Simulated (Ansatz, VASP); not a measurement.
## One calculation of AlGa3N4, two programs

```
Al Ga N
1.0
     4.59828   -0.06923   -0.06923
    -0.06923    4.59828   -0.06923
    -0.06923   -0.06923    4.59828
Al Ga N
1 3 4
Direct
  0.00000 0.00000 0.00000
  0.50000 0.50000 0.00000
  0.50000 0.00000 0.50000
  0.00000 0.50000 0.50000
  0.75481 0.75481 0.24519
  0.75481 0.24519 0.75481
  0.24519 0.75481 0.75481
  0.24519 0.24519 0.24519
```

Alike in both runs: task single point; functional LDA; k mesh 6 × 6 × 6; occupations gaussian, width 0.05 eV; no spin polarisation.

```csv
,VASP,Ansatz
version,VASP 6.6.1,Ansatz 0.2.0
potentials or method,"VASP PAW LDA potentials, release 64 (Al, Ga_d, N), cutoff 520 eV","scalar-relativistic, plane waves, PAW"
valence electrons in the cell,62,62
```

```tsv
	VASP	Ansatz	Ansatz less VASP
gap on the k mesh at the Fermi level (eV)	1.65	1.64	-0.007
least direct gap on the mesh (eV)	1.65	1.64	-0.007
pressure (GPa)	-17.0	-17.7	-0.66
traceless stress, the component that is largest in VASP (GPa)	4.77	4.69	-0.082
rms of the force components (eV/Å)	0.166	0.156	-0.0102
```

Ansatz warns that its potentials were made for another functional, while VASP's fit it. LDA's correlation is that of Perdew and Zunger in VASP and of Perdew and Wang (1992) in Ansatz. Atom by atom the forces differ by 0.014 eV/Å (rms over components).
